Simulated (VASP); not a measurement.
Write the native input for VASP 6.6.1 that does the following.

```
Task                   : single point
Functional             : PBE
Potentials or basis    : VASP PAW PBE potentials, release 64 (Ni, Br)
Cutoff                 : 520 eV
k mesh                 : 4 × 4 × 4
Occupations            : gaussian, width 0.1 eV
Spin                   : collinear spin, ferromagnetic start
Starting moments       : [2.0, 0.0, 0.0, 0.0] μB
Dipole correction      : no
Further INCAR settings : ALGO = Normal; EDIFF = 1e-06; NBANDS = 28
```

The structure of NiBr3 lies in POSCAR:

```
NiBr3
1.0
    4.7029500000      0.0000000000      0.0000000000
    0.0000000000      4.7029500000      0.0000000000
    0.0000000000      0.0000000000      4.7029500000
Ni Br
1 3
Direct
    0.0000000000      0.0000000000      0.0000000000
    0.0000000000      0.5000000000      0.5000000000
    0.5000000000      0.5000000000      0.0000000000
    0.5000000000      0.0000000000      0.5000000000
```

These files were run (other wordings do the same):

INCAR

```
PREC = Accurate
ENCUT = 520
EDIFF = 1E-6
ISMEAR = 0
SIGMA = 0.1
LREAL = False
LASPH = True
NELM = 150
ALGO = Normal
ISIF = 2
LWAVE = False
LCHARG = True
ISPIN = 2
MAGMOM = 2 0 0 0
LORBIT = 11
LMAXMIX = 4
GGA = PE
LELF = True
LVHAR = True
NBANDS = 28
```

KPOINTS

```
regular mesh
0
Gamma
  4 4 4
```

Potentials or basis: VASP PAW PBE potentials, release 64 (Ni, Br).

Run with:

```console
$ cat potpaw_PBE.64/Ni/POTCAR potpaw_PBE.64/Br/POTCAR > POTCAR
$ mpirun -np 1 vasp_std > vasp.out
```

It gave:

| Quantity | Value |
| --- | --- |
| Pressure | -1.3 GPa |
| Net moment | 2.95 μB per cell |
| Site moments | Ni +1.16; Br +0.49 μB |
| Valence electrons inside the program's atomic spheres | Ni 8.57; Br 4.74 |

Run time: 45 s on 1 thread of Intel(R) Xeon(R) 6975P-C (Granite Rapids) (shared host), peak memory 0.25 GiB.
